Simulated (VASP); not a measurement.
Crystal: Li2ZnO2.

```xyz
5
Lattice="3.7555 0.0000 0.0000 0.0000 3.7555 0.0000 0.0000 0.0000 4.5781" Properties=species:S:1:pos:R:3 pbc="T T T"
Li    1.8777    1.8777    0.9598
Li    1.8777    1.8777    3.6182
Zn    0.0000    0.0000    0.0000
O     0.0000    0.0000    2.2890
O     1.8777    1.8777    2.2890
```

The cell was generated, and may not be a known phase.

| Property | Result |
| --- | --- |
| Program | VASP 6.6.1 |
| Task | relaxation of cell and atoms |
| Functional | PBE |
| Potentials or basis | VASP PAW PBE potentials, release 64 (Li_sv, Zn, O) |
| Cutoff | 600 eV |
| k mesh | 4 × 4 × 4 |
| Occupations | gaussian, width 0.1 eV |
| Spin | collinear spin, ferromagnetic start |
| Starting moments | [0.0, 0.0, 0.0, 1.0, 1.0] μB |

At the start: pressure 22.6 GPa; volume 12.91 Å³/atom.

Question: Where does the relaxation end?

Answer: Over 23 steps the energy falls by 769.1 meV/atom and the volume is 11.68 Å³/atom (-9.5 %); space group P4/mmm (No. 123, to 0.1 Å) before and after; moment 0.00 μB per cell.

The path:
```
step  energy change (eV)  largest force (eV/Å)  pressure (GPa)  volume (Å³)
   1              0.0000                9.2916           22.63        64.57
   2              1.7994                8.9460           -6.52        81.83
   3             -1.6812                3.1677           -0.85        70.48
   4             -1.7773                2.4672            0.51        69.64
   5             -1.8284                1.3282            2.84        68.48
   6             -1.8283                1.4192            2.65        68.57
   7             -2.1886                1.1133            0.61        70.91
   8             -2.7855                0.3776           -5.07        77.49
   9             -2.8225                0.4512           -6.43        79.09
  10             -3.2393                0.0347           -5.83        72.69
  11             -3.4469                2.6171           10.47        53.94
  12             -3.6520                1.2274           -1.75        63.96
  13             -3.6956                1.7111            1.24        60.44
  14             -3.7676                0.4364            0.31        57.31
  15             -3.7822                0.7951            0.38        58.26
  16             -3.7823                0.7696            0.40        58.19
  17             -3.8091                0.4836           -0.72        58.81
  18             -3.8214                0.2477           -3.15        60.40
  19             -3.8263                0.0237           -2.26        59.82
  20             -3.8410                0.0931           -1.09        59.13
  21             -3.8432                0.1311           -0.51        58.79
  22             -3.8432                0.1365           -0.43        58.74
  23             -3.8453                0.0393           -0.41        58.40
```

Final structure:
```yaml
crystal:
  lattice:
    - [3.03239, 0.00000, 0.00000]
    - [0.00000, 3.03239, 0.00000]
    - [0.00000, 0.00000, 6.35135]
  atoms:
    - { symbol: Li, position: [0.50000, 0.50000, 0.23920] }
    - { symbol: Li, position: [0.50000, 0.50000, 0.76080] }
    - { symbol: Zn, position: [0.00000, 0.00000, 0.00000] }
    - { symbol: O, position: [0.00000, 0.00000, 0.50000] }
    - { symbol: O, position: [0.50000, 0.50000, 0.50000] }
```

Caveat: the k points lie up to 0.52 Å⁻¹ apart in the final cell, too coarse for converged energies and pressures of a metal; the cutoff is under 1.25 times the usual one of these potentials, so pressure, stress and relaxed cells hold a basis-set (Pulay) error; a cell axis changed by over 15 % at a fixed basis, so the end point is rough.
